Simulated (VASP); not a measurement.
# Ge (Fmmm) in VASP: notebook, part 2 of 3

VASP 6.6.1. Earlier steps stand in the parts before.

**3. Single point, PBEsol**

This run uses another cell than the first one, of 15.45 Å³/atom, 1.056 times its volume.

Contents of INCAR:

```
SYSTEM = Ge
PREC = Accurate ; ENCUT = 520
EDIFF = 1E-6 ; ISMEAR = -1
SIGMA = 0.05 ; LREAL = .False.
LASPH = .True. ; NELM = 80
ALGO = Normal ; ISIF = 2
LWAVE = .False. ; LCHARG = .False.
GGA = PS ; NBANDS = 36
```

Contents of KPOINTS:

```
regular mesh
0
Gamma
  7 7 7
  0 0 0
```

Contents of POSCAR:

```
Ge
1.0
    0.0000000000      2.6884135328      4.6472926920
    2.4737017539      0.0000000000      4.6472926920
    2.4737017539      2.6884135328      0.0000000000
Ge
4
Direct
    0.7333651650      0.2666348350      0.7333651650
    0.2666348350      0.7333651650      0.2666348350
    0.2320648719      0.2320648719      0.7679351281
    0.7679351281      0.7679351281      0.2320648719
```

Potentials or basis: VASP PAW PBE potentials, release 64 (Ge_d).

Run with:

```bash
$ cat potpaw_PBE.64/Ge_d/POTCAR > POTCAR
$ mpirun -np 1 vasp_std > vasp.out
```

OUTCAR:

```text
SYSTEM = Ge
   PREC = Accurate
   ENCUT = 520
   EDIFF = 1E-6
   ISMEAR = -1
   LREAL = .False.
   LASPH = .True.
   NELM = 80
   ISIF = 2
   GGA = PS

 ion  position               nearest neighbor table
   1  0.733  0.267  0.733-   2 2.48   2 2.48   2 2.51   3 2.59   4 2.59   4 2.79   3 2.79   2 2.87

   2  0.267  0.733  0.267-   1 2.48   1 2.48   1 2.51   3 2.59   4 2.59   3 2.79   4 2.79   1 2.87

   3  0.232  0.232  0.768-   4 2.50   4 2.50   1 2.59   2 2.59   4 2.71   4 2.71   2 2.79   1 2.79

   4  0.768  0.768  0.232-   3 2.50   3 2.50   1 2.59   2 2.59   3 2.71   3 2.71   2 2.79   1 2.79

  LATTYP: Found a face centered orthorhombic cell.
 ALAT       =     4.9474035078
 B/A-ratio  =     1.0867977631
 C/A-ratio  =     1.8786794668

  Lattice vectors:

 A1 = (   0.0000000000,   2.6884135328,   4.6472926920)
 A2 = (   2.4737017539,   0.0000000000,   4.6472926920)
 A3 = (   2.4737017539,   2.6884135328,   0.0000000000)

Analysis of symmetry for initial positions (statically):
=====================================================================
 Subroutine PRICEL returns:
 Original cell was already a primitive cell.

 Routine SETGRP: Setting up the symmetry group for a
 face centered orthorhombic supercell.

 Subroutine GETGRP returns: Found  8 space group operations
 (whereof  8 operations were pure point group operations)
 out of a pool of  8 trial point group operations.

The static configuration has the point symmetry D_2h.

Analysis of symmetry for dynamics (positions and initial velocities):
=====================================================================
 Subroutine PRICEL returns:
 Original cell was already a primitive cell.

 Routine SETGRP: Setting up the symmetry group for a
 face centered orthorhombic supercell.

 Subroutine GETGRP returns: Found  8 space group operations
[... 117 lines left out ...]
   PSTRESS=    0.0 pullay stress
   NELECT =      56.0000    total number of electrons
   NUPDOWN=      -1.0000    fix difference up-down
   EMIN   =  10.00;   EMAX   =-10.00  energy-range for DOS
   EFERMI =   0.00;   METHOD = LEGACY
   ISMEAR =    -1;   SIGMA  =   0.05  broadening in eV -4-tet -1-fermi 0-gaus
   EFERMI_NEDOS =   21; number of points for ismear=-14 and -15
   IALGO  =     38    algorithm
   IMIX   =      4    mixing-type and parameters
     AMIX     =   0.40;   BMIX     =  1.00
     AMIX_MAG =   1.60;   BMIX_MAG =  1.00
  volume/ion in A,a.u.               =      15.45       104.28
  Fermi-wavevector in a.u.,A,eV,Ry     =   1.584089  2.993495 34.141634  2.509339
  Thomas-Fermi vector in A             =   2.683760
   LORBIT       =      0    0 simple, 1 ext, 2 COOP (PROOUT), +10 PAW based schemes
   GGA     = PS    functional components
   LHFCALC =     F    Hartree Fock is set to
   AEXX    =    0.0000 exact exchange contribution
   IVDW    =     0    specifies the selected vdW correction
   LEPSILON=     F    determine dielectric tensor
   LRPA    =     F    only Hartree local field effects (RPA)
 non-spin polarized calculation
  energy-cutoff  :      520.00
  volume of cell :       61.81
 maximum number of plane-waves:      1688
   NGX = 19   NGY = 19   NGZ = 13

 number of electron      56.0000012 magnetization

 Free energy of the ion-electron system (eV)
  ---------------------------------------------------
  ext. energy  EPLUGINS =         0.00000000
  ---------------------------------------------------
  free energy    TOTEN  =       -18.44770423 eV

  energy without entropy =      -18.43860948  energy(sigma->0) =      -18.44315686

 E-fermi :   8.8050     XC(G=0): -12.4243

 val. band max:        8.8040726660   @ k =  -0.4286   0.1429   0.1429
 cond. band min:       8.8525322394   @ k =   0.4286  -0.2857   0.2857
 fundamental gap:      0.0484595735
 Fermi energy:         8.8049908227

 k-point     1 :       0.0000    0.0000    0.0000
  band No.  band energies     occupation
      1     -16.1078      2.00000
      2     -16.0525      2.00000
      3     -15.9755      2.00000
      4     -15.9656      2.00000
      5     -15.9567      2.00000
      6     -15.9556      2.00000
[... 925 lines left out ...]
     35      17.0852      0.00000
     36      17.5340      0.00000

 [... further k-points ...]
[... 5 lines left out ...]
  --------------------------------------------------------------------------------------
  -------------------------------------------------------------------------------------
  Total        7.6264906      7.6749290      7.6486898      0.0000000      0.0000000      0.0000000
  in kB      197.6796160    198.9351458    198.2550241      0.0000000      0.0000000      0.0000000
  external PRESSURE =     198.2899286 kB  Pullay stress =       0.0000000 kB

 VOLUME and BASIS-vectors are now :
 -----------------------------------------------------------------------------
  energy-cutoff  :      520.00
  volume of cell :       61.81
      direct lattice vectors                 reciprocal lattice vectors
     0.000000000  2.688413533  4.647292692    -0.202126226  0.185983292  0.107589522
     2.473701754  0.000000000  4.647292692     0.202126226 -0.185983292  0.107589522
     2.473701754  2.688413533  0.000000000     0.202126226  0.185983292 -0.107589522

 POSITION                                       TOTAL-FORCE (eV/Angst)
 -----------------------------------------------------------------------------------
      2.47370      3.94318      4.64729         0.000000     -0.011500      0.000000
      2.47370      1.43365      4.64729         0.000000      0.011500      0.000000
      2.47370      2.68841      2.15695         0.000000     -0.000000     -0.004208
      2.47370      2.68841      7.13764         0.000000     -0.000000      0.004208
 -----------------------------------------------------------------------------------
    total drift:                                0.000000      0.000000     -0.000000

  FREE ENERGIE OF THE ION-ELECTRON SYSTEM (eV)
  ---------------------------------------------------
  free  energy   TOTEN  =       -18.4477042327 eV

  energy  without entropy=      -18.4386094781  energy(sigma->0) =      -18.44315686
```

OSZICAR:

```text
N       E                     dE             d eps       ncg     rms          rms(c)
DAV:   1     0.443133711109E+03    0.44313E+03   -0.26780E+04  5540   0.471E+03
DAV:   2     0.543086715075E+02   -0.38883E+03   -0.37952E+03  4608   0.754E+02
DAV:   3    -0.151435574266E+02   -0.69452E+02   -0.68369E+02  4880   0.196E+02
DAV:   4    -0.185489000467E+02   -0.34053E+01   -0.33791E+01  5352   0.520E+01
DAV:   5    -0.186097180306E+02   -0.60818E-01   -0.60764E-01  5288   0.735E+00    0.420E+00
DAV:   6    -0.184984089589E+02    0.11131E+00   -0.79337E-02  6136   0.520E+00    0.228E+00
DAV:   7    -0.184491502049E+02    0.49259E-01   -0.74173E-02  6268   0.527E+00    0.223E-01
DAV:   8    -0.184476619464E+02    0.14883E-02   -0.10715E-02  5568   0.443E+00    0.954E-02
DAV:   9    -0.184476936786E+02   -0.31732E-04   -0.32856E-03  6012   0.107E+00    0.369E-02
DAV:  10    -0.184476959321E+02   -0.22535E-05   -0.38140E-04  7448   0.368E-01    0.183E-02
DAV:  11    -0.184476969499E+02   -0.10178E-05   -0.94933E-05  8772   0.340E-01    0.545E-03
DAV:  12    -0.184477046796E+02   -0.77297E-05   -0.77727E-05  5324   0.952E-02    0.251E-03
DAV:  13    -0.184477042327E+02    0.44685E-06   -0.45802E-07  2932   0.356E-02
   1 F= -.18447704E+02 E0= -.18443157E+02  d E =-.909475E-02
```

stdout:

```text
POSCAR found type information on POSCAR Ge
 POSCAR found :  1 types and       4 ions
 scaLAPACK will be used
 -----------------------------------------------------------------------------
|                                                                             |
|                                                                             |
|     You enforced a specific xc type in the INCAR file but a different       |
|     I HOPE YOU KNOW WHAT YOU ARE DOING!                                     |
|                                                                             |
 -----------------------------------------------------------------------------

 LDA part: xc-table for (Slater+PW92), standard interpolation
 POSCAR, INCAR and KPOINTS ok, starting setup
 FFT: planning ... GRIDC
 FFT: planning ... GRID_SOFT
 FFT: planning ... GRID
 WAVECAR not read
 entering main loop
```

Wall time 76 s (1 thread of Intel Xeon 6975P-C (Granite Rapids), shared host); peak memory 0.25 GiB.

Results:

```
Free energy            : -18.4477 eV
Pressure               : 19.8 GPa
Largest force          : 0.011 eV/Å
Band gap on the k mesh : zero (band 28 reaches 10.11 eV, above the bottom of band 29 at 6.49 eV)
```

Forces in eV/Å, atoms in the order of the input:
```
Ge   0.000 -0.011  0.000
Ge   0.000  0.011  0.000
Ge   0.000  0.000 -0.004
Ge   0.000  0.000  0.004
```

Stress tensor (GPa, compression positive):
```
19.77  0.00  0.00
 0.00 19.89  0.00
 0.00  0.00 19.83
```

Caveat: the PAW data sets were made with another functional, which shifts forces and pressure a little.

**4. Single point, PBEsol**

This run uses another cell than the first one, of 16.58 Å³/atom, 1.134 times its volume.

Contents of INCAR:

```
ALGO = Normal
EDIFF = 1E-6
ENCUT = 520
GGA = PS
ISIF = 2
ISMEAR = -1
LASPH = True
LCHARG = False
LREAL = False
LWAVE = False
NBANDS = 36
NELM = 100
PREC = Accurate
SIGMA = 0.05
```

Contents of KPOINTS:

```
k-points
0
Gamma
  7 7 7
```

Contents of POSCAR:

```
Ge
1.0
    0.0000000000      2.7580157988      4.7630823293
    2.5246338474      0.0000000000      4.7630823293
    2.5246338474      2.7580157988      0.0000000000
Ge
4
Direct
    0.7300864512      0.2699135488      0.7300864512
    0.2699135488      0.7300864512      0.2699135488
    0.2286461265      0.2286461265      0.7713538735
    0.7713538735      0.7713538735      0.2286461265
```

Potentials or basis: VASP PAW PBE potentials, release 64 (Ge_d).

Run with:

```bash
$ cat potpaw_PBE.64/Ge_d/POTCAR > POTCAR
$ mpirun -np 1 vasp_std > vasp.out
```

OUTCAR:

```text
EDIFF = 1E-6
   ENCUT = 520
   GGA = PS
   ISIF = 2
   ISMEAR = -1
   LASPH = True
   LREAL = False
   NELM = 100
   PREC = Accurate

 ion  position               nearest neighbor table
   1  0.730  0.270  0.730-   2 2.53   2 2.53   2 2.54   3 2.64   4 2.64   4 2.88   3 2.88
   2  0.270  0.730  0.270-   1 2.53   1 2.53   1 2.54   3 2.64   4 2.64   3 2.88   4 2.88
   3  0.229  0.229  0.771-   4 2.56   4 2.56   1 2.64   2 2.64   4 2.79   4 2.79   2 2.88   1 2.88

   4  0.771  0.771  0.229-   3 2.56   3 2.56   1 2.64   2 2.64   3 2.79   3 2.79   2 2.88   1 2.88

[... 1132 lines left out ...]
 [... further k-points ...]
[... 5 lines left out ...]
  --------------------------------------------------------------------------------------
  -------------------------------------------------------------------------------------
  Total        4.0622934      4.0815831      4.0726070      0.0000000      0.0000000      0.0000000
  in kB       98.1225080     98.5884396     98.3716274      0.0000000      0.0000000      0.0000000
  external PRESSURE =      98.3608584 kB  Pullay stress =       0.0000000 kB

 VOLUME and BASIS-vectors are now :
 -----------------------------------------------------------------------------
  energy-cutoff  :      520.00
  volume of cell :       66.33
      direct lattice vectors                 reciprocal lattice vectors
     0.000000000  2.758015799  4.763082329    -0.198048521  0.181289752  0.104974041
     2.524633847  0.000000000  4.763082329     0.198048521 -0.181289752  0.104974041
     2.524633847  2.758015799  0.000000000     0.198048521  0.181289752 -0.104974041

 POSITION                                       TOTAL-FORCE (eV/Angst)
 -----------------------------------------------------------------------------------
      2.52463      4.02718      4.76308         0.000000     -0.002040      0.000000
      2.52463      1.48885      4.76308         0.000000      0.002040      0.000000
      2.52463      2.75802      2.17812         0.000000      0.000000     -0.003817
      2.52463      2.75802      7.34804         0.000000     -0.000000      0.003817
 -----------------------------------------------------------------------------------
    total drift:                                0.000000      0.000000      0.000000

  FREE ENERGIE OF THE ION-ELECTRON SYSTEM (eV)
  ---------------------------------------------------
  free  energy   TOTEN  =       -18.8664324771 eV

  energy  without entropy=      -18.8563885819  energy(sigma->0) =      -18.86141053
```

OSZICAR:

```text
N       E                     dE             d eps       ncg     rms          rms(c)
DAV:   1     0.443630414897E+03    0.44363E+03   -0.27095E+04  5620   0.464E+03
DAV:   2     0.550678872544E+02   -0.38856E+03   -0.37897E+03  4616   0.758E+02
DAV:   3    -0.154319162010E+02   -0.70500E+02   -0.69478E+02  4924   0.197E+02
DAV:   4    -0.189346716712E+02   -0.35028E+01   -0.34769E+01  5424   0.520E+01
DAV:   5    -0.189968188497E+02   -0.62147E-01   -0.62113E-01  5244   0.751E+00    0.373E+00
DAV:   6    -0.189046901156E+02    0.92129E-01   -0.76385E-02  6220   0.570E+00    0.203E+00
DAV:   7    -0.188679762661E+02    0.36714E-01   -0.86493E-02  6168   0.578E+00    0.224E-01
DAV:   8    -0.188664824217E+02    0.14938E-02   -0.12718E-02  5360   0.466E+00    0.103E-01
DAV:   9    -0.188664271874E+02    0.55234E-04   -0.43146E-03  6064   0.114E+00    0.344E-02
DAV:  10    -0.188664342590E+02   -0.70716E-05   -0.52608E-04  5876   0.293E-01    0.226E-02
DAV:  11    -0.188664288371E+02    0.54219E-05   -0.10209E-04  8164   0.489E-01    0.722E-03
DAV:  12    -0.188664318605E+02   -0.30234E-05   -0.47776E-05  5552   0.870E-02    0.186E-03
DAV:  13    -0.188664324771E+02   -0.61655E-06   -0.57807E-06  4508   0.468E-02
   1 F= -.18866432E+02 E0= -.18861411E+02  d E =-.100439E-01
```

stdout:

```text
POSCAR found type information on POSCAR Ge
 POSCAR found :  1 types and       4 ions
 scaLAPACK will be used
 -----------------------------------------------------------------------------
|                                                                             |
|                                                                             |
|     You enforced a specific xc type in the INCAR file but a different       |
|     I HOPE YOU KNOW WHAT YOU ARE DOING!                                     |
|                                                                             |
 -----------------------------------------------------------------------------

 LDA part: xc-table for (Slater+PW92), standard interpolation
 POSCAR, INCAR and KPOINTS ok, starting setup
 FFT: planning ... GRIDC
 FFT: planning ... GRID_SOFT
 FFT: planning ... GRID
 WAVECAR not read
 entering main loop
```

Run time: 95 s. Hardware: 1 thread of Intel Xeon 6975P-C (Granite Rapids), shared host; peak memory 0.26 GiB.

Results:

```yaml
Free_energy: -18.8664 eV
Pressure: 9.8 GPa
Largest_force: 0.004 eV/Å
Band_gap_on_the_k_mesh: zero (band 28 reaches 9.07 eV, above the bottom of band 29 at 5.80 eV)
```

Forces in eV/Å, atoms in the order of the input:
```
Ge   0.000 -0.002  0.000
Ge   0.000  0.002  0.000
Ge   0.000  0.000 -0.004
Ge   0.000  0.000  0.004
```

Caveat: the PAW data sets were made with another functional, which shifts forces and pressure a little.

[end of part 2 of 3]
